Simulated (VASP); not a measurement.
# TiB (F-43m) in VASP: a series of runs, part 2 of 2

VASP 6.6.1.

## 4. Vibrations by perturbation theory, PBEsol

File INCAR:

```
SYSTEM = TiB
PREC = Accurate
ENCUT = 520
EDIFF = 1E-8
ISMEAR = -1
SIGMA = 0.15
LREAL = .FALSE.
LASPH = .TRUE.
NELM = 60
ALGO = Normal
ISIF = 2
LWAVE = .FALSE.
LCHARG = .FALSE.
GGA = PS
IBRION = 8
NSW = 1
```

File KPOINTS:

```
Automatic mesh
0
G
  14 14 14
  0 0 0
```

File POSCAR:

```
TiB
1.0
    0.0000000000      2.4568284199      2.4568284199
    2.4568284199      0.0000000000      2.4568284199
    2.4568284199      2.4568284199      0.0000000000
Ti B
1 1
Direct
    0.7500000000      0.7500000000      0.7500000000
    0.0000000000      0.0000000000      0.0000000000
```

Potentials or basis: VASP PAW PBE potentials, release 64 (Ti_sv, B).

Started as:

```console
cat potpaw_PBE.64/Ti_sv/POTCAR potpaw_PBE.64/B/POTCAR > POTCAR
mpirun -np 1 vasp_std > vasp.out
```

OUTCAR:

```text
SYSTEM = TiB
   PREC = Accurate
   ENCUT = 520
   EDIFF = 1E-8
   ISMEAR = -1
   LREAL = .FALSE.
   LASPH = .TRUE.
   NELM = 60
   ISIF = 2
   GGA = PS
   IBRION = 8
   NSW = 1

 ion  position               nearest neighbor table
   1  0.750  0.750  0.750-   2 2.13   2 2.13   2 2.13   2 2.13
   2  0.000  0.000  0.000-   1 2.13   1 2.13   1 2.13   1 2.13

  LATTYP: Found a face centered cubic cell.
 ALAT       =     4.9136568398

  Lattice vectors:

 A1 = (   0.0000000000,   2.4568284199,   2.4568284199)
 A2 = (   2.4568284199,   0.0000000000,   2.4568284199)
 A3 = (   2.4568284199,   2.4568284199,   0.0000000000)

Analysis of symmetry for initial positions (statically):
=====================================================================
 Subroutine PRICEL returns:
 Original cell was already a primitive cell.

 Routine SETGRP: Setting up the symmetry group for a
 face centered cubic supercell.

 Subroutine GETGRP returns: Found 24 space group operations
 (whereof 24 operations were pure point group operations)
 out of a pool of 48 trial point group operations.

The static configuration has the point symmetry T_d .

Analysis of symmetry for dynamics (positions and initial velocities):
=====================================================================
 Subroutine PRICEL returns:
 Original cell was already a primitive cell.

 Routine SETGRP: Setting up the symmetry group for a
 face centered cubic supercell.

 Subroutine GETGRP returns: Found 24 space group operations
 (whereof 24 operations were pure point group operations)
[... 521 lines left out ...]
    total drift:                                0.000001      0.000001      0.000001

  FREE ENERGIE OF THE ION-ELECTRON SYSTEM (eV)
  ---------------------------------------------------
  free  energy   TOTEN  =       -13.8908783062 eV

  energy  without entropy=      -13.7594502391  energy(sigma->0) =      -13.82516427

[... ionic steps 2 to 3 ...]

--------------------------------------- Ionic step        4  -------------------------------------------

------------------------ aborting loop because EDIFF is reached ----------------------------------------

[... ionic steps 5 to 6 ...]

--------------------------------------- Ionic step        7  -------------------------------------------

 Free energy of the ion-electron system (eV)
  ---------------------------------------------------
  ---------------------------------------------------
  free energy    TOTEN  =        -0.04180358 eV

  energy without entropy =       -0.04180358

------------------------ aborting loop because EDIFF is reached ----------------------------------------

 INTERNAL STRAIN TENSOR  FOR ION    2  DIRECTION 1   (eV/Angst):
 -----------------------------------------------------------------------------
    -0.00705 -0.00000  0.00000
     0.00000  0.00176-11.20918
     0.00000-11.20918  0.00176

 INTERNAL STRAIN TENSOR FOR ION    2 for displacements in x,y,z  (eV/Angst):
          X           Y           Z          XY          YZ          ZX
  --------------------------------------------------------------------------------
  x     0.00000     0.00000     0.00000     0.00000   -11.20918     0.00000
  y     0.00000     0.00000     0.00000    -0.00000     0.00000   -11.20918
  z     0.00000     0.00000     0.00000   -11.20918     0.00000     0.00000

 SECOND DERIVATIVES (NOT SYMMETRIZED)
 ------------------------------------
               1X          1Y          1Z          2X          2Y          2Z
  1X    -9.222324    0.000000    0.000000    9.222324    0.000000    0.000000
  1Y     0.000000   -9.222324    0.000000    0.000000    9.222324    0.000000
  1Z     0.000000    0.000000   -9.222324    0.000000    0.000000    9.222324
  2X     9.229249    0.000000    0.000000   -9.229249    0.000000    0.000000
  2Y     0.000000    9.229249    0.000000    0.000000   -9.229249    0.000000
  2Z     0.000000    0.000000    9.229249    0.000000    0.000000   -9.229249

 Eigenvectors and eigenvalues of the dynamical matrix
 ----------------------------------------------------

   1 f  =   15.991148 THz   100.475348 2PiTHz  533.407293 cm-1    66.134046 meV
             X         Y         Z           dx          dy          dz
      3.685243  3.685243  3.685243     0.000000    0.429056    0.000000
      0.000000  0.000000  0.000000     0.000000   -0.903278    0.000000
[... 21 lines left out ...]
   6 f/i=    0.002326 THz     0.014614 2PiTHz    0.077582 cm-1     0.009619 meV
             X         Y         Z           dx          dy          dz
      3.685243  3.685243  3.685243     0.000000    0.000000    0.903278
      0.000000  0.000000  0.000000     0.000000    0.000000    0.429056

--------------------------------------------------------------------------------------------------------

 ELASTIC MODULI CONTR FROM IONIC RELAXATION (kBar)
 Direction    XX          YY          ZZ          XY          YZ          ZX
 --------------------------------------------------------------------------------
 XX           0.0000      0.0000      0.0000      0.0000      0.0000      0.0000
 YY           0.0000      0.0000      0.0000      0.0000      0.0000      0.0000
 ZZ           0.0000      0.0000      0.0000      0.0000      0.0000      0.0000
 XY           0.0000      0.0000      0.0000   -769.1219      0.0000      0.0000
 YZ           0.0000      0.0000      0.0000      0.0000   -769.1219     -0.0000
 ZX           0.0000      0.0000      0.0000      0.0000     -0.0000   -769.1219
 --------------------------------------------------------------------------------
```

stdout:

```text
POSCAR found type information on POSCAR TiB
 POSCAR found :  2 types and       2 ions
 scaLAPACK will be used
 -----------------------------------------------------------------------------
|                                                                             |
|                                                                             |
|     You enforced a specific xc type in the INCAR file but a different       |
|     I HOPE YOU KNOW WHAT YOU ARE DOING!                                     |
|                                                                             |
 -----------------------------------------------------------------------------

 LDA part: xc-table for (Slater+PW92), standard interpolation
 POSCAR, INCAR and KPOINTS ok, starting setup
 FFT: planning ... GRIDC
 FFT: planning ... GRID_SOFT
 FFT: planning ... GRID
 WAVECAR not read
 entering main loop
 Linear response reoptimize wavefunctions to high precision
 Linear response DOF=           2
 Linear response progress:
 first order change of Fermi-energy  -0.10725E-03
 force on displaced ion       1 direction 1 :  -9.222  -0.000  -0.000
 Linear response progress:
 first order change of Fermi-energy   0.87146E-04
 force on displaced ion       2 direction 1 :  -9.229  -0.000  -0.000
 Linear response finished
```

It took 6 min on 1 thread of Intel Xeon 6975P-C (Granite Rapids), shared host; peak memory 0.43 GiB.

Results:

```
Highest phonon frequency at Γ, LO-TO splitting left out : 533 cm⁻¹
```

Phonon frequencies in cm⁻¹ (negative: imaginary):
| q point | frequencies |
| --- | --- |
| (0.000, 0.000, 0.000) | 0 0 0 533 533 533 |
